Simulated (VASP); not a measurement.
# CdSe (P6_3mc) in VASP: single point with LDA

Aim: the single point of CdSe with LDA.

Program: VASP 6.6.1. These are calculated values, not measurements. Logs are shortened: lines on timing, memory, paths and dates and some standing lists are left out, and cuts for length are marked.

## (1) The cell of the first run

The structure is hexagonal, space group P6_3mc (No. 186). Conventional cell: a = 4.248 Å, b = 4.248 Å, c = 6.944 Å, α = 90.00°, β = 90.00°, γ = 120.00°. Within 3.4 Å of Cd (site symmetry 3m) lie 4 Se at 2.60 to 2.61 Å. Within 3.4 Å of Se (site symmetry 3m) lie 4 Cd at 2.60 to 2.61 Å.

## (2) Single point, LDA

INCAR

```
  ALGO = Normal
  EDIFF = 1E-6
  ENCUT = 520
  GGA = CA
  ISIF = 2
  ISMEAR = 0
  LASPH = True
  LCHARG = True
  LELF = True
  LREAL = False
  LVHAR = True
  LWAVE = False
  NBANDS = 26
  NELM = 100
  PREC = Accurate
  SIGMA = 0.02
```

KPOINTS

```
k-points
0
Gamma
  12 12 6
```

POSCAR

```
CdSe
1.0
    4.2476637323      0.0000000000      0.0000000000
   -2.1238318661      3.6785846989      0.0000000000
    0.0000000000      0.0000000000      6.9444219271
Cd Se
2 2
Direct
    0.3333333333      0.6666666667      0.0049027011
    0.6666666667      0.3333333333      0.5049027011
    0.3333333333      0.6666666667      0.3800972989
    0.6666666667      0.3333333333      0.8800972989
```

Potentials or basis: VASP PAW LDA potentials, release 64 (Cd, Se).

Run with:

```
$ cat potpaw_LDA.64/Cd/POTCAR potpaw_LDA.64/Se/POTCAR > POTCAR
$ mpirun -np 1 vasp_std > vasp.out
```

OUTCAR:

```text
EDIFF = 1E-6
   ENCUT = 520
   GGA = CA
   ISIF = 2
   ISMEAR = 0
   LASPH = True
   LREAL = False
   NELM = 100
   PREC = Accurate

 ion  position               nearest neighbor table
   1  0.333  0.667  0.005-   4 2.60   4 2.60   4 2.60   3 2.61
   2  0.667  0.333  0.505-   3 2.60   3 2.60   3 2.60   4 2.61
   3  0.333  0.667  0.380-   2 2.60   2 2.60   2 2.60   1 2.61
   4  0.667  0.333  0.880-   1 2.60   1 2.60   1 2.60   2 2.61

  LATTYP: Found a hexagonal cell.
 ALAT       =     4.2476637323
 C/A-ratio  =     1.6348803401

  Lattice vectors:

 A1 = (   4.2476637323,   0.0000000000,   0.0000000000)
 A2 = (  -2.1238318661,   3.6785846989,   0.0000000000)
 A3 = (   0.0000000000,   0.0000000000,   6.9444219271)

Analysis of symmetry for initial positions (statically):
=====================================================================
 Subroutine PRICEL returns:
 Original cell was already a primitive cell.

 Routine SETGRP: Setting up the symmetry group for a
 hexagonal supercell.

 Subroutine GETGRP returns: Found 12 space group operations
 (whereof  6 operations were pure point group operations)
 out of a pool of 24 trial point group operations.

The static configuration has the point symmetry C_3v.
 The point group associated with its full space group is C_6v.

Analysis of symmetry for dynamics (positions and initial velocities):
=====================================================================
 Subroutine PRICEL returns:
 Original cell was already a primitive cell.

 Routine SETGRP: Setting up the symmetry group for a
 hexagonal supercell.

 Subroutine GETGRP returns: Found 12 space group operations
 (whereof  6 operations were pure point group operations)
 out of a pool of 24 trial point group operations.

The dynamic configuration has the point symmetry C_3v.
 The point group associated with its full space group is C_6v.

 Subroutine INISYM returns: Found 12 space group operations
 (whereof  6 operations are pure point group operations),
 and found     1 'primitive' translations

----------------------------------------------------------------------------------------

                                     Primitive cell

  volume of cell :     108.5093

  direct lattice vectors                    reciprocal lattice vectors
     4.247663732  0.000000000  0.000000000     0.235423532  0.135921840  0.000000000
    -2.123831866  3.678584699  0.000000000     0.000000000  0.271843680  0.000000000
     0.000000000  0.000000000  6.944421927     0.000000000  0.000000000  0.144000467

  length of vectors
     4.247663732  4.247663732  6.944421927     0.271843680  0.271843680  0.144000467

  position of ions in fractional coordinates (direct lattice)
     0.333333333  0.666666667  0.004902701
     0.666666667  0.333333333  0.504902701
     0.333333333  0.666666667  0.380097299
     0.666666667  0.333333333  0.880097299

  ion indices of the primitive-cell ions
   primitive index   ion index
                 1           1
                 2           2
                 3           3
                 4           4

----------------------------------------------------------------------------------------

 KPOINTS: k-points

Automatic generation of k-mesh.
 Grid dimensions read from file:
 generate k-points for:   12   12    6

 Generating k-lattice:

  Cartesian coordinates                     Fractional coordinates (reciprocal lattice)
     0.019618628  0.011326820  0.000000000     0.083333333 -0.000000000  0.000000000
     0.000000000  0.022653640  0.000000000     0.000000000  0.083333333  0.000000000
     0.000000000  0.000000000  0.024000078     0.000000000  0.000000000  0.166666667

  Length of vectors
     0.022653640  0.022653640  0.024000078

  Shift w.r.t. Gamma in fractional coordinates (k-lattice)
     0.000000000  0.000000000  0.000000000

 Subroutine IBZKPT returns following result:
 ===========================================

 Found     76 irreducible k-points:

 Following reciprocal coordinates:
            Coordinates               Weight
  0.000000  0.000000  0.000000      1.000000
  0.083333 -0.000000  0.000000      6.000000
  0.166667 -0.000000  0.000000      6.000000
  0.250000 -0.000000  0.000000      6.000000
  0.333333  0.000000  0.000000      6.000000
  0.416667  0.000000  0.000000      6.000000
[... 16 lines left out ...]
  0.250000 -0.000000  0.166667     12.000000
  0.333333  0.000000  0.166667     12.000000
 [... further k-points ...]
   k-points           NKPTS =     76   k-points in BZ     NKDIM =     76   number of bands    NBANDS=     26
   number of dos      NEDOS =    301   number of ions     NIONS =      4
   total plane-waves  NPLWV =  55296
   dimension x,y,z NGX =    32 NGY =   32 NGZ =   54
   dimension x,y,z NGXF=    64 NGYF=   64 NGZF=  108
   ions per type =               2   2
   NGX,Y,Z   is equivalent  to a cutoff of  12.52, 12.52, 12.93 a.u.
   NGXF,Y,Z  is equivalent  to a cutoff of  25.05, 25.05, 25.85 a.u.
 SYSTEM =  unknown system
   PREC   = accura    normal or accurate (medium, high low for compatibility)
   ISTART =      0    job   : 0-new  1-cont  2-samecut
   ICHARG =      2    charge: 1-file 2-atom 10-const
   ISPIN  =      1    spin polarized calculation?
   LNONCOLLINEAR =      F non collinear calculations
   LSORBIT =      F    spin-orbit coupling
   LASPH  =      T    aspherical Exc in radial PAW
   ENCUT  =  520.0 eV  38.22 Ry    6.18 a.u.   7.90  7.90 12.91*2*pi/ulx,y,z
   NELM   =    100;   NELMIN=  2; NELMDL= -5     # of ELM steps
   EDIFF  = 0.1E-05   stopping-criterion for ELM
   LREAL  =      F    real-space projection
   EDIFFG = 0.1E-04   stopping-criterion for IOM
   NSW    =      0    number of steps for IOM
   IBRION =     -1    ionic relax: 0-MD 1-quasi-New 2-CG
   NFREE  =      0    steps in history (QN), initial steepest desc. (CG)
   ISIF   =      2    stress and relaxation
   ISYM   =      2    0-nonsym 1-usesym 2-fastsym
   POTIM  = 0.5000    time-step for ionic-motion
   TEBEG  =    0.0;   TEEND  =   0.0 temperature during run
   PSTRESS=    0.0 pullay stress
   NELECT =      36.0000    total number of electrons
   NUPDOWN=      -1.0000    fix difference up-down
   EMIN   =  10.00;   EMAX   =-10.00  energy-range for DOS
   EFERMI =   0.00;   METHOD = LEGACY
   ISMEAR =     0;   SIGMA  =   0.02  broadening in eV -4-tet -1-fermi 0-gaus
   EFERMI_NEDOS =   21; number of points for ismear=-14 and -15
   IALGO  =     38    algorithm
   IMIX   =      4    mixing-type and parameters
     AMIX     =   0.40;   BMIX     =  1.00
     AMIX_MAG =   1.60;   BMIX_MAG =  1.00
  volume/ion in A,a.u.               =      27.13       183.06
  Fermi-wavevector in a.u.,A,eV,Ry     =   1.133322  2.141668 17.475579  1.284419
  Thomas-Fermi vector in A             =   2.270025
   LORBIT       =      0    0 simple, 1 ext, 2 COOP (PROOUT), +10 PAW based schemes
   GGA     = CA    functional components
   LHFCALC =     F    Hartree Fock is set to
   AEXX    =    0.0000 exact exchange contribution
   IVDW    =     0    specifies the selected vdW correction
   LEPSILON=     F    determine dielectric tensor
   LRPA    =     F    only Hartree local field effects (RPA)
 non-spin polarized calculation
 Gauss-broadening in eV      SIGMA  =   0.02
  energy-cutoff  :      520.00
  volume of cell :      108.51
 maximum number of plane-waves:      2952
 NGX is ok and might be reduce to    32
   NGX = 15   NGY = 15   NGZ = 25

 number of electron      36.0000009 magnetization

 Free energy of the ion-electron system (eV)
  ---------------------------------------------------
  ext. energy  EPLUGINS =         0.00000000
  ---------------------------------------------------
  free energy    TOTEN  =       -13.51929692 eV

  energy without entropy =      -13.51929692  energy(sigma->0) =      -13.51929692

 E-fermi :   1.2460     XC(G=0):  -9.4459

 val. band max:        1.1222024874   @ k =   0.0000   0.0000   0.0000
 cond. band min:       1.6157983736   @ k =   0.0000   0.0000   0.0000
 fundamental gap:      0.4935958862
 Fermi energy:         1.2459773144

 k-point     1 :       0.0000    0.0000    0.0000
  band No.  band energies     occupation
      1     -11.7465      2.00000
      2     -11.3288      2.00000
      3      -6.9614      2.00000
      4      -6.9512      2.00000
      5      -6.9512      2.00000
      6      -6.8757      2.00000
[... 18 lines left out ...]
     25       8.0653      0.00000
     26       8.7228      0.00000

 k-point     2 :       0.0833   -0.0000    0.0000
  band No.  band energies     occupation
      1     -11.7223      2.00000
      2     -11.3176      2.00000
      3      -6.9543      2.00000
      4      -6.9423      2.00000
      5      -6.9347      2.00000
      6      -6.8658      2.00000
[... 18 lines left out ...]
     25       8.2402      0.00000
     26       8.5794      0.00000

 k-point     3 :       0.1667   -0.0000    0.0000
  band No.  band energies     occupation
      1     -11.6549      2.00000
      2     -11.2878      2.00000
      3      -6.9324      2.00000
      4      -6.9194      2.00000
      5      -6.8874      2.00000
      6      -6.8341      2.00000
[... 18 lines left out ...]
     25       8.2498      0.00000
     26       8.7206      0.00000

 k-point     4 :       0.2500   -0.0000    0.0000
  band No.  band energies     occupation
      1     -11.5586      2.00000
      2     -11.2501      2.00000
      3      -6.9054      2.00000
      4      -6.8918      2.00000
      5      -6.8175      2.00000
      6      -6.7842      2.00000
[... 18 lines left out ...]
     25       8.4856      0.00000
     26       8.9958      0.00000
[... 496 lines left out ...]
      1     -11.6298      2.00000
      2     -11.3114      2.00000
      3      -6.9239      2.00000
      4      -6.9144      2.00000
      5      -6.8788      2.00000
      6      -6.8385      2.00000
[... 18 lines left out ...]
     25       8.4355      0.00000
     26       8.5635      0.00000

 k-point    23 :       0.2500   -0.0000    0.1667
  band No.  band energies     occupation
      1     -11.5369      2.00000
      2     -11.2694      2.00000
      3      -6.9001      2.00000
      4      -6.8851      2.00000
      5      -6.8206      2.00000
      6      -6.7918      2.00000
[... 18 lines left out ...]
     25       8.5520      0.00000
     26       9.2391      0.00000

 k-point    24 :       0.3333    0.0000    0.1667
  band No.  band energies     occupation
      1     -11.4377      2.00000
      2     -11.2325      2.00000
      3      -6.8814      2.00000
      4      -6.8610      2.00000
      5      -6.7736      2.00000
      6      -6.7475      2.00000
[... 18 lines left out ...]
     25       8.7032      0.00000
     26       9.4871      0.00000

 [... further k-points ...]
[... 5 lines left out ...]
  --------------------------------------------------------------------------------------
  -------------------------------------------------------------------------------------
  Total        0.3143901      0.3143901      0.3145778      0.0000000     -0.0000000      0.0000000
  in kB        4.6420785      4.6420785      4.6448492      0.0000000     -0.0000000      0.0000000
  external PRESSURE =       4.6430021 kB  Pullay stress =       0.0000000 kB

 VOLUME and BASIS-vectors are now :
 -----------------------------------------------------------------------------
  energy-cutoff  :      520.00
  volume of cell :      108.51
      direct lattice vectors                 reciprocal lattice vectors
     4.247663732  0.000000000  0.000000000     0.235423532  0.135921840  0.000000000
    -2.123831866  3.678584699  0.000000000     0.000000000  0.271843680  0.000000000
     0.000000000  0.000000000  6.944421927     0.000000000  0.000000000  0.144000467

 POSITION                                       TOTAL-FORCE (eV/Angst)
 -----------------------------------------------------------------------------------
     -0.00000      2.45239      0.03405        -0.000000      0.000000     -0.000419
      2.12383      1.22619      3.50626         0.000000     -0.000000     -0.000419
     -0.00000      2.45239      2.63956         0.000000      0.000000      0.000419
      2.12383      1.22619      6.11177        -0.000000      0.000000      0.000419
 -----------------------------------------------------------------------------------
    total drift:                               -0.000000      0.000000     -0.000204

  FREE ENERGIE OF THE ION-ELECTRON SYSTEM (eV)
  ---------------------------------------------------
  free  energy   TOTEN  =       -13.5192969221 eV

  energy  without entropy=      -13.5192969221  energy(sigma->0) =      -13.51929692
```

It took 3.2 min on 1 thread of Intel Xeon 8259CL, shared host; peak memory 0.32 GiB.

Results:

- Free energy: -13.5193 eV
- Pressure: 0.5 GPa
- Band gap on the k mesh: 0.49 eV, direct
